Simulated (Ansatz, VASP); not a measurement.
One calculation of ReS, two programs

File INCAR:

```
PREC = Accurate
ENCUT = 520
EDIFF = 1E-6
ISMEAR = 0
SIGMA = 0.05
LREAL = False
LASPH = True
NELM = 150
ALGO = Normal
ISIF = 2
LWAVE = False
LCHARG = True
ISPIN = 2
MAGMOM = 0.05 0
LORBIT = 11
LMAXMIX = 4
GGA = PE
LELF = True
LVHAR = True
NBANDS = 18
```

Contents of KPOINTS:

```
Automatic mesh
0
Gamma
  12 12 12
```

File POSCAR:

```
ReS
1.0
    0.0000000000      2.6445124287      2.6445124287
    2.6183291373      0.0261832914      2.6183291373
    2.6183291373      2.6183291373      0.0261832914
Re S
1 1
Direct
    0.0000000000      0.0000000000      0.0000000000
    0.2500000000      0.2500000000      0.2500000000
```

Input for Ansatz:

```yaml
crystal:
  lattice:
    - [0.0, 2.6445124287, 2.6445124287]
    - [2.6183291373, 0.0261832914, 2.6183291373]
    - [2.6183291373, 2.6183291373, 0.0261832914]
  atoms:
    - { symbol: Re, position: [0.0, 0.0, 0.0], spin: 0.05 }
    - { symbol: S, position: [0.25, 0.25, 0.25] }
basis:
  ecutwfc: 420
  ecutrho_ratio: 4
kpoints:
  mp_grid: { grid: [12, 12, 12] }
hamiltonian:
  xc: pbe
scf:
  occupations: { method: gaussian, width: 0.05 }
output:
  forces: true
  stress: true
  eigenvalues: true
  populations: true
magnetization:
  spin_polarized: true
```

Change from the starting cell: strain e4 = +0.02, atoms carried along.

Alike in both runs: task single point; functional PBE; k mesh 12 × 12 × 12; occupations gaussian, width 0.05 eV; collinear spin.

```csv
,VASP,Ansatz
version,VASP 6.6.1,Ansatz 0.2.0
potentials or method,"VASP PAW PBE potentials, release 64 (Re, S), cutoff 520 eV","scalar-relativistic, plane waves, PAW"
valence electrons in the cell,13,21
```

Ansatz gave:

| Quantity | Value |
| --- | --- |
| gap on the k mesh at the Fermi level (eV) | none |
| pressure (GPa) | 0.1 |
| traceless stress, the component that is largest in VASP (GPa) | -2.47 |
| rms of the force components (eV/Å) | 0.218 |
| net moment per atom (μB) | 0.00 |

**Question.** What did VASP give for the same quantities?

**Answer.** gap on the k mesh at the Fermi level (eV): none; pressure (GPa): 1.4; traceless stress, the component that is largest in VASP (GPa): -2.55; rms of the force components (eV/Å): 0.229; net moment per atom (μB): 0.01.

Atom by atom the forces differ by 0.012 eV/Å (rms over components). A gap of «none» marks a metal or a gap that the smearing closes. VASP's potentials hold 13 valence electrons a cell and Ansatz's 21, so a difference there can come from the potentials and not from the codes. Ansatz's warnings: seeded moment not kept.

Neither program's run includes spin-orbit coupling.
